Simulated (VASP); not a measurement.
A run of VASP 6.6.1:

The input POSCAR:

```
TlB
1.0
   -2.1374878100      2.1374878100      2.3428653300
    2.1374878100     -2.1374878100      2.3428653300
    2.1374878100      2.1374878100     -2.3428653300
Tl B
1 1
Direct
    0.5000000000      0.5000000000      0.0000000000
    0.0000000000      0.0000000000      0.0000000000
```

Contents of INCAR.step1:

```
SYSTEM = TlB
ALGO = Normal ; EDIFF = 1E-5
ENCUT = 550 ; GGA = PE
GGA_COMPAT = .False. ; ISMEAR = -1
LASPH = .True. ; LCHARG = .False.
LREAL = .False. ; LWAVE = .True.
NBANDS = 15 ; NELM = 120
PREC = Accurate ; SIGMA = 0.05
```

Contents of INCAR.step2:

```
SYSTEM = TlB
ALGO = Normal ; EDIFF = 1E-6
ENCUT = 550 ; GGA_COMPAT = .False.
ISIF = 2 ; ISMEAR = -1
ISTART = 1 ; LASPH = .True.
LCHARG = .False. ; LMIXTAU = .True.
LREAL = .False. ; LWAVE = .False.
METAGGA = R2SCAN ; NBANDS = 15
NELM = 120 ; PREC = Accurate
SIGMA = 0.05
```

The input KPOINTS:

```
k-points
0
Gamma
  7 7 7
  0 0 0
```

Potentials or basis: VASP PAW PBE potentials, release 64 (Tl_d, B).

Command:

```console
$ cat potpaw_PBE.64/Tl_d/POTCAR potpaw_PBE.64/B/POTCAR > POTCAR
$ cp INCAR.step1 INCAR
$ mpirun -np 1 vasp_std > vasp.out
$ cp INCAR.step2 INCAR
$ mpirun -np 1 vasp_std > vasp.out
```

Hardware: 1 thread of Oxide Virtual Turin-like Processor, on a shared host.

**Question.** How long does it take, and how much memory?

**Answer.** Wall time 2.3 min on 1 thread of Oxide Virtual Turin-like Processor (shared host), peak memory 0.15 GiB. Counts: k points 40.
